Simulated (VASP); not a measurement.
## Ag: single point with PBEsol

Ag:

```xyz
1
Lattice="-1.9113 1.9113 1.2424 1.9113 -1.9113 1.2424 1.9113 1.9113 -1.2424" Properties=species:S:1:pos:R:3 pbc="T T T"
Ag    0.0000    0.0000    0.0000
```

This cell differs from its parent crystal: ratio of the length along z to the lengths across it x 0.65, volume and fractional coordinates fixed.

| Property | Result |
| --- | --- |
| Program | VASP 6.6.1 |
| Task | single point |
| Functional | PBEsol |
| Potentials or basis | VASP PAW PBE potentials, release 64 (Ag) |
| Cutoff | 520 eV |
| k mesh | 22 × 22 × 22 |
| Occupations | gaussian, width 0.15 eV |
| Spin | no spin polarisation |
| Dipole correction | no |
| Further INCAR settings | ALGO = Fast; EDIFF = 1e-07; NBANDS = 12 |

The pressure is 3.2 GPa and the band gap on the k mesh is zero (an odd number of electrons rules out a gap without spin polarisation).

Stress tensor (GPa, compression positive):
```
-10.15   0.00   0.00
  0.00 -10.15   0.00
  0.00   0.00  29.99
```

Levels at points of the mesh, in eV from the Fermi level:
| k point | band 2 | band 3 | band 4 | band 5 | band 6 | band 7 | band 8 | band 9 | band 10 | band 11 |
| --- | --- | --- | --- | --- | --- | --- | --- | --- | --- | --- |
| (0.00, 0.00, 0.00) | -5.86 | -5.64 | -3.41 | -3.41 | -3.26 | 13.31 | 13.31 | 19.78 | 19.79 | 24.03 |
| (0.50, 0.00, 0.00) | -6.00 | -3.75 | -3.19 | -2.35 | 1.62 | 6.49 | 11.92 | 11.92 | 18.13 | 18.21 |
| (0.50, 0.50, 0.00) | -5.28 | -4.00 | -3.55 | -2.60 | -1.30 | 1.26 | 17.24 | 17.52 | 22.68 | 23.03 |
| (0.50, 0.50, 0.50) | -6.00 | -2.75 | -2.68 | -2.68 | 3.16 | 3.16 | 7.46 | 9.60 | 17.28 | 22.84 |

Wall time 110 s on 1 thread of AMD EPYC 9R45 96-Core Processor (Zen 5), with other jobs on the host, peak memory 0.26 GiB.

Caveat: the cell stands under pressure; the PAW data sets were made with another functional, which shifts forces and pressure a little.
